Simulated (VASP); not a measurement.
A run of VASP 6.6.1 is set up as follows.

INCAR

```
SYSTEM = SrO
ALGO = Normal
EDIFF = 1E-6
ENCUT = 520
GGA = PS
ISIF = 2
ISMEAR = 0
LASPH = .True.
LCHARG = .False.
LREAL = .False.
LWAVE = .False.
NBANDS = 15
NELM = 100
PREC = Accurate
SIGMA = 0.05
```

The input KPOINTS:

```
k-points
0
Gamma
  10 10 10
  0 0 0
```

File POSCAR:

```
SrO
1.0
    0.0000000000      2.8057699568      2.8057699568
    2.8057699568      0.0000000000      2.8057699568
    2.8057699568      2.8057699568      0.0000000000
Sr O
1 1
Direct
    0.0000000000      0.0000000000      0.0000000000
    0.2500000000      0.2500000000      0.2500000000
```

Potentials or basis: VASP PAW PBE potentials, release 64 (Sr_sv, O).

Run with:

```bash
$ cat potpaw_PBE.64/Sr_sv/POTCAR potpaw_PBE.64/O/POTCAR > POTCAR
$ mpirun -np 1 vasp_std > vasp.out
```

(1) Estimate the pressure.

(2) Predict the band gap on the k mesh.

Results:

(1) -1.9 GPa.

(2) 2.36 eV, indirect (least direct gap 3.19 eV).

Caveat: the PAW data sets were made with another functional, which shifts forces and pressure a little.
